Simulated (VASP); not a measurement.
Runs of VASP 6.6.1 on Al3Cu2. The structure is that of space group P-3m1 (No. 164), or close to it. The cells are those of the table. 

```tsv
cell	gap on the mesh (eV)	pressure (GPa)	largest force (eV/Å)
a = 3.938, b = 3.938, c = 4.790 Å, angles 90.0, 90.0, 120.0°, 5 atoms	none	18.7	0.10
a = 3.774, b = 3.774, c = 5.389 Å, angles 90.0, 90.0, 120.0°, 5 atoms	none	16.2	0.44
a = 3.938, b = 3.938, c = 4.591 Å, angles 90.0, 90.0, 120.0°, 5 atoms	none	(a)	0.32
a = 3.774, b = 3.774, c = 5.189 Å, angles 90.0, 90.0, 120.0°, 5 atoms	none	21.7	0.38
a = 4.102, b = 4.102, c = 4.591 Å, angles 90.0, 90.0, 120.0°, 5 atoms	none	(b)	0.46
```

Alike in all rows: task single point; level r2SCAN; potentials or basis VASP PAW PBE potentials, release 64 (Al, Cu); no spin polarisation; k mesh 12 × 12 × 10; cutoff (eV) 520; smearing gaussian 0.15 eV.

Question: Estimate the missing entries.

Answer: (a) 28.3; (b) 13.4.

Caveats: the PAW data sets were made with another functional, which shifts forces and pressure a little; the cell stands under pressure (at least some runs); the stress differs along the axes, from -3 to 26 GPa (at least some runs); the stress differs along the axes, from 22 to 40 GPa (at least some runs); the stress differs along the axes, from 3 to 31 GPa (at least some runs); the stress differs along the axes, from 5 to 31 GPa (at least some runs).

A gap of «none» marks levels without a gap at the run's occupations.
